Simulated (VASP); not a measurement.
## Zr2Si4GePd: single point with PBE

Zr2Si4GePd:

```
Zr Si Ge Pd
1.0
     3.65445    0.00000    0.00000
     0.00000    3.87562    0.00000
     0.00000    0.00000   19.54321
Zr Si Ge Pd
4 8 2 2
Direct
  0.50000 0.00000 0.15903
  0.00000 0.50000 0.84097
  0.00000 0.00000 0.68704
  0.50000 0.50000 0.31296
  0.00000 0.00000 0.00388
  0.50000 0.50000 0.99612
  0.00000 0.50000 0.20113
  0.50000 0.00000 0.79887
  0.50000 0.00000 0.52114
  0.00000 0.50000 0.47886
  0.00000 0.00000 0.26802
  0.50000 0.50000 0.73198
  0.00000 0.00000 0.39296
  0.50000 0.50000 0.60704
  0.50000 0.00000 0.92048
  0.00000 0.50000 0.07952
```

```yaml
Program: VASP 6.6.1
Task: single point
Functional: PBE
Potentials_or_basis: VASP PAW PBE potentials, release 64 (Zr_sv, Si, Ge_d, Pd)
Cutoff: 520 eV
k_mesh: 6 × 6 × 1
Occupations: gaussian, width 0.2 eV
Spin: no spin polarisation
Dipole_correction: no
Further_INCAR_settings: LREAL = Auto; ALGO = Normal; EDIFF = 1e-06; NBANDS = 78
```

The pressure is 0.0 GPa, the largest force is 0.059 eV/Å and the band gap on the k mesh is zero (bands 64 and 65 overlap by 0.79 eV).

Forces on the atoms (eV/Å):
```
Zr   0.000  0.000 -0.022
Zr   0.000  0.000  0.022
Zr   0.000  0.000  0.030
Zr   0.000  0.000 -0.030
Si   0.000  0.000  0.009
Si   0.000  0.000 -0.009
Si   0.000  0.000  0.016
Si   0.000  0.000 -0.016
Si   0.000  0.000 -0.059
Si   0.000  0.000  0.059
Si   0.000  0.000 -0.009
Si   0.000  0.000  0.009
Ge   0.000  0.000  0.017
Ge   0.000  0.000 -0.017
Pd   0.000  0.000  0.023
Pd   0.000  0.000 -0.023
```

Stress tensor (GPa, compression positive):
```
-0.43  0.00  0.00
 0.00 -0.23  0.00
 0.00  0.00  0.56
```

Levels at points of the mesh, in eV from the Fermi level:
```tsv
k point	band 61	band 62	band 63	band 64	band 65	band 66	band 67	band 68
(0.00, 0.00, 0.00)	-0.85	0.05	0.13	0.43	0.69	0.72	0.76	0.77
(0.50, 0.00, 0.00)	-0.74	-0.74	-0.61	-0.61	-0.08	-0.08	-0.07	-0.07
(0.00, 0.50, 0.00)	-0.68	-0.68	0.37	0.37	0.70	0.70	1.20	1.20
(0.50, 0.50, 0.00)	-2.28	-2.28	-1.93	-1.93	0.91	0.91	1.21	1.21
```

It took 13 min on 1 thread of Intel Xeon 8259CL, on a shared host, peak memory 0.48 GiB.
